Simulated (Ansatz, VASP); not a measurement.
**Two plane-wave programs on AlP**

```
CELL_PARAMETERS angstrom
0.00000 2.82719 2.82719
2.82719 0.00000 2.82719
2.82719 2.82719 0.00000
ATOMIC_POSITIONS crystal
Al 0.00000 0.00000 0.00000
P 0.75000 0.75000 0.75000
```

Alike in both runs: task single point; functional PBE; k mesh 8 × 8 × 8; occupations gaussian, width 0.02 eV; no spin polarisation.

```csv
,VASP,Ansatz
version,VASP 6.6.1,Ansatz 0.2.0
potentials or method,"VASP PAW PBE potentials, release 64 (Al, P), cutoff 500 eV","scalar-relativistic, plane waves, PAW"
valence electrons in the cell,8,8
```

```tsv
	VASP	Ansatz	Ansatz less VASP
gap on the k mesh at the Fermi level (eV)	1.77	1.77	+0.002
least direct gap on the mesh (eV)	2.43	2.43	+0.003
pressure (GPa)	-5.6	-5.5	+0.07
```
